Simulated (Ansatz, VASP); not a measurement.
**HgS in VASP and in Ansatz**

Contents of POSCAR:

```
HgS
1.0
    0.0000000000      2.9289995691      2.9289995691
    2.9289995691      0.0000000000      2.9289995691
    2.9289995691      2.9289995691      0.0000000000
Hg S
1 1
Direct
    0.0000000000      0.0000000000      0.0000000000
    0.7500000000      0.7500000000      0.7500000000
```

File INCAR.step1:

```
SYSTEM = HgS
ALGO = Normal ; EDIFF = 1E-5
ENCUT = 400 ; GGA = PE
GGA_COMPAT = .False. ; ISIF = 2
ISMEAR = 0 ; LASPH = .True.
LCHARG = .False. ; LREAL = .False.
LWAVE = .True. ; NBANDS = 16
NELM = 120 ; PREC = Accurate
SIGMA = 0.05
```

Contents of INCAR.step2:

```
SYSTEM = HgS
AEXX = 0.4 ; ALGO = Normal
EDIFF = 1E-6 ; ENCUT = 400
GGA = PE ; GGA_COMPAT = .False.
ISIF = 2 ; ISMEAR = 0
ISTART = 1 ; LASPH = .True.
LCHARG = .False. ; LHFCALC = .True.
LREAL = .False. ; LWAVE = .False.
NBANDS = 16 ; NELM = 120
PREC = Accurate ; PRECFOCK = Normal
SIGMA = 0.05
```

The input KPOINTS:

```
k-points
0
Gamma
  6 6 6
  0 0 0
```

Input for Ansatz:

```yaml
crystal:
  lattice:
    - [0.0, 2.9289995691, 2.9289995691]
    - [2.9289995691, 0.0, 2.9289995691]
    - [2.9289995691, 2.9289995691, 0.0]
  atoms:
    - { symbol: Hg, position: [0.0, 0.0, 0.0] }
    - { symbol: S, position: [0.75, 0.75, 0.75] }
basis:
  ecutwfc: 420
  ecutrho_ratio: 4
kpoints:
  mp_grid: { grid: [6, 6, 6] }
hamiltonian:
  xc: { exchange: pbe, correlation: pbe, exx: { coeff: 0.4 } }
scf:
  occupations: { method: gaussian, width: 0.05 }
  n_extra_bands: 9
output:
  forces: true
  stress: true
  eigenvalues: true
  populations: true
  dos: { projected: true, de: 0.02 }
```

Alike in both runs: task single point; functional PBE-based global hybrid with a share of 0.4 of exact exchange; k mesh 6 × 6 × 6; occupations gaussian, width 0.05 eV; no spin polarisation.

|  | VASP | Ansatz |
| --- | --- | --- |
| version | VASP 6.6.1 | Ansatz 0.2.0 |
| potentials or method | VASP PAW PBE potentials, release 64 (Hg, S), cutoff 400 eV | scalar-relativistic, plane waves, PAW |
| valence electrons in the cell | 18 | 26 |

VASP gave:

| Property | Result |
| --- | --- |
| gap on the k mesh at the Fermi level (eV) | 2.07 |
| least direct gap on the mesh (eV) | 2.07 |
| pressure (GPa) | 1.1 |

Q: Which values does Ansatz return?

A: gap on the k mesh at the Fermi level (eV): 2.03; least direct gap on the mesh (eV): 2.03; pressure (GPa): 1.0.

VASP's potentials were made for PBE, not for PBE-based global hybrid. VASP's potentials hold 18 valence electrons a cell and Ansatz's 26, so a difference there can come from the potentials and not from the codes. Ansatz's warnings: stress exchange threshold loose, stress scf threshold loose.

Spin-orbit coupling is off throughout.
